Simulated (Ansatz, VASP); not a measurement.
## One calculation of SiGe, two programs

INCAR

```
PREC = Accurate
ENCUT = 520
EDIFF = 1E-7
ISMEAR = 0
SIGMA = 0.03
LREAL = F
LASPH = T
NELM = 80
ALGO = Normal
ISIF = 2
LWAVE = F
LCHARG = T
GGA = PS
LELF = T
LVHAR = T
NBANDS = 26
```

The input KPOINTS:

```
regular mesh
0
Gamma
  12 12 6
```

The input POSCAR:

```
SiGe
1.0
    3.8298598834      0.0000000000      0.0000000000
   -1.9149299417      3.3167559519      0.0000000000
    0.0000000000      0.0000000000      6.3265237446
Si Ge
2 2
Direct
    0.6666666667      0.3333333333      0.8745463082
    0.3333333333      0.6666666667      0.3745463082
    0.6666666667      0.3333333333      0.5237332063
    0.3333333333      0.6666666667      0.0237332063
```

Input for Ansatz:

```yaml
crystal:
  lattice:
    - [3.8298598834, 0.0, 0.0]
    - [-1.9149299417, 3.3167559519, 0.0]
    - [0.0, 0.0, 6.3265237446]
  atoms:
    - { symbol: Si, position: [0.6666666667, 0.3333333333, 0.8745463082] }
    - { symbol: Si, position: [0.3333333333, 0.6666666667, 0.3745463082] }
    - { symbol: Ge, position: [0.6666666667, 0.3333333333, 0.5237332063] }
    - { symbol: Ge, position: [0.3333333333, 0.6666666667, 0.0237332063] }
basis:
  ecutwfc: 420
kpoints:
  mp_grid: { grid: [12, 12, 6] }
hamiltonian:
  xc: pbesol
  pseudopotentials: { kind: paw, azcp: { folder: soft_1 } }
scf:
  occupations: { method: gaussian, width: 0.03 }
output:
  forces: true
  stress: true
  eigenvalues: true
```

Alike in both runs: task single point; functional PBEsol; k mesh 12 × 12 × 6; occupations gaussian, width 0.03 eV; no spin polarisation.

```csv
,VASP,Ansatz
version,VASP 6.6.1,Ansatz 0.2.0
potentials or method,"VASP PAW PBE potentials, release 64 (Si, Ge_d), cutoff 520 eV","scalar-relativistic, plane waves, PAW"
valence electrons in the cell,36,36
```

```tsv
	VASP	Ansatz	Ansatz less VASP
gap on the k mesh at the Fermi level (eV)	none	none	-
pressure (GPa)	5.7	5.7	+0.03
traceless stress, the component that is largest in VASP (GPa)	8.92	8.97	+0.045
rms of the force components (eV/Å)	1.378	1.382	+0.0041
```

VASP's potentials were made for PBE, not for PBEsol, and Ansatz warns of the same on its side. Atom by atom the forces differ by 0.004 eV/Å (rms over components). A gap of «none» marks a metal or a gap that the smearing closes.
